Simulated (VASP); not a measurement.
Set up this calculation in VASP 6.6.1, as the native input.

| Quantity | Value |
| --- | --- |
| Task | single point |
| Functional | r2SCAN |
| Potentials or basis | VASP PAW PBE potentials, release 64 (Pt, S) |
| Cutoff | 520 eV |
| k mesh | 7 × 7 × 5 |
| Occupations | fermi-dirac, width 0.05 eV |
| Spin | no spin polarisation |
| Dipole correction | no |
| Further INCAR settings | ALGO = Normal; EDIFF = 1e-07; NBANDS = 18 |

Crystal: PtS2.

```xyz
3
Lattice="3.5667 0.0000 0.0000 -1.7833 3.0888 0.0000 0.0000 0.0000 5.0722" Properties=species:S:1:pos:R:3 pbc="T T T"
Pt    0.0000    0.0000    0.0000
S     1.7833    1.0296    3.9208
S     0.0000    2.0592    1.1514
```

These files were run (other wordings do the same):

POSCAR

```
PtS2
1.0
    3.5666655845      0.0000000000      0.0000000000
   -1.7833327923      3.0888230030      0.0000000000
    0.0000000000      0.0000000000      5.0721705089
Pt S
1 2
Direct
    0.0000000000      0.0000000000      0.0000000000
    0.6666666667      0.3333333333      0.7730000000
    0.3333333333      0.6666666667      0.2270000000
```

INCAR.step1

```
PREC     = Accurate       # precision mode
ENCUT    = 520            # plane-wave cutoff, eV
ISMEAR   = -1             # smearing method
SIGMA    = 0.05           # smearing width, eV
LREAL    = False          # projectors in reciprocal space
LASPH    = True           # aspherical terms in the spheres
NELM     = 60             # most SCF steps
NBANDS   = 18             # bands
GGA      = PE             # functional
ALGO     = Normal         # electronic algorithm
EDIFF    = 1E-4           # SCF threshold, eV
LWAVE    = True           # write WAVECAR
LCHARG   = False          # write CHGCAR
```

INCAR.step2

```
PREC     = Accurate       # precision mode
ENCUT    = 520            # plane-wave cutoff, eV
EDIFF    = 1E-7           # SCF threshold, eV
ISMEAR   = -1             # smearing method
SIGMA    = 0.05           # smearing width, eV
LREAL    = False          # projectors in reciprocal space
LASPH    = True           # aspherical terms in the spheres
NELM     = 60             # most SCF steps
ALGO     = Normal         # electronic algorithm
ISIF     = 2              # what is computed and relaxed
LWAVE    = False          # write WAVECAR
LCHARG   = False          # write CHGCAR
METAGGA  = R2SCAN         # meta-GGA
LMIXTAU  = True         
NBANDS   = 18             # bands
ISTART   = 1
```

KPOINTS

```
regular mesh
0
Gamma
  7 7 5
```

Potentials or basis: VASP PAW PBE potentials, release 64 (Pt, S).

Launch:

```bash
$ cat potpaw_PBE.64/Pt/POTCAR potpaw_PBE.64/S/POTCAR > POTCAR
$ cp INCAR.step1 INCAR
$ mpirun -np 1 vasp_std > vasp.out
$ cp INCAR.step2 INCAR
$ mpirun -np 1 vasp_std > vasp.out
```

It gave:

```json
{"Pressure": "5.9 GPa", "Largest force": "0.910 eV/Å", "Band gap on the k mesh": "1.03 eV, indirect (least direct gap 1.32 eV)"}
```

Caveat: the PAW data sets were made with another functional, which shifts forces and pressure a little; spin-orbit coupling is left out, which moves the levels of the heavy elements.

It took 2.4 min on 1 thread of Intel(R) Xeon(R) Platinum 8259CL CPU @ 2.50GHz (Skylake/Cascade Lake), on a shared host, peak memory 0.19 GiB.
